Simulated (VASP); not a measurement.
Runs of VASP 6.6.1 on TaN. The structure is that of space group P-62m (No. 189), or close to it. The cells are those of the table. 

```csv
task,cell,cutoff (eV),gap on the mesh (eV),pressure (GPa),largest force (eV/Å)
relaxation of cell and atoms,"relaxed to 30 GPa from a = 5.196, b = 5.196, c = 2.911 Å, angles 90.0, 90.0, 120.0°, 6 atoms",600,none,29.8,0.01
single point,"a = 5.011, b = 5.011, c = 2.817 Å, angles 90.0, 90.0, 120.0°, 6 atoms",520,none,(a),0.03
single point,"a = 4.974, b = 4.974, c = 2.801 Å, angles 90.0, 90.0, 120.0°, 6 atoms",520,none,42.8,0.03
relaxation of cell and atoms,"relaxed from a = 5.196, b = 5.196, c = 2.911 Å, angles 90.0, 90.0, 120.0°, 6 atoms",600,none,-0.1,-
relaxation of cell and atoms,"relaxed to 40 GPa from a = 5.196, b = 5.196, c = 2.911 Å, angles 90.0, 90.0, 120.0°, 6 atoms",600,none,40.0,-
```

Alike in all rows: level LDA; potentials or basis VASP PAW LDA potentials, release 64 (Ta_pv, N); no spin polarisation; k mesh 5 × 5 × 7; smearing fermi-dirac 0.05 eV.

Problem. Fill in the values left out.

Solution. (a) 32.6.

Caveats: spin-orbit coupling is left out, which moves the levels of the heavy elements; the cell is relaxed towards a set pressure, so the enthalpy falls and the energy may rise (some runs).

A k mesh can miss the band edges, and the runs leave out spin-orbit coupling on Ta.

A gap of «none» marks levels without a gap at the run's occupations.
